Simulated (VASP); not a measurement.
A run of VASP 6.6.1:

INCAR

```
SYSTEM = W
PREC = Accurate
ENCUT = 520
EDIFF = 1E-7
ISMEAR = 0
SIGMA = 0.1
LREAL = .FALSE.
LASPH = .TRUE.
NELM = 80
ALGO = Fast
ISIF = 2
LWAVE = .FALSE.
LCHARG = .TRUE.
GGA = PE
LELF = .TRUE.
LVHAR = .TRUE.
NBANDS = 36
```

File KPOINTS:

```
Automatic mesh
0
G
  12 12 12
  0 0 0
```

The input POSCAR:

```
W
1.0
    2.2158561580     -4.9874594300      0.0000000000
    2.2158561580      4.9874594300      0.0000000000
    0.0000000000      0.0000000000      3.0761164703
W
4
Direct
    0.6332014379      0.3667985621      0.4999994180
    0.1332014379      0.8667985621      1.0000005820
    0.3667985621      0.6332014379      0.5000005820
    0.8667985621      0.1332014379     -0.0000005820
```

Potentials or basis: VASP PAW PBE potentials, release 64 (W_sv).

Run with:

```sh
$ cat potpaw_PBE.64/W_sv/POTCAR > POTCAR
$ mpirun -np 1 vasp_std > vasp.out
```

Hardware: 1 thread of Intel(R) Xeon(R) 6975P-C (Granite Rapids), on a shared host.

Task: Estimate the wall time of this run.

Result: It took 7.1 min on 1 thread of Intel(R) Xeon(R) 6975P-C (Granite Rapids) (shared host), peak memory 0.58 GiB. Counts: scf iterations 16, k points 301.
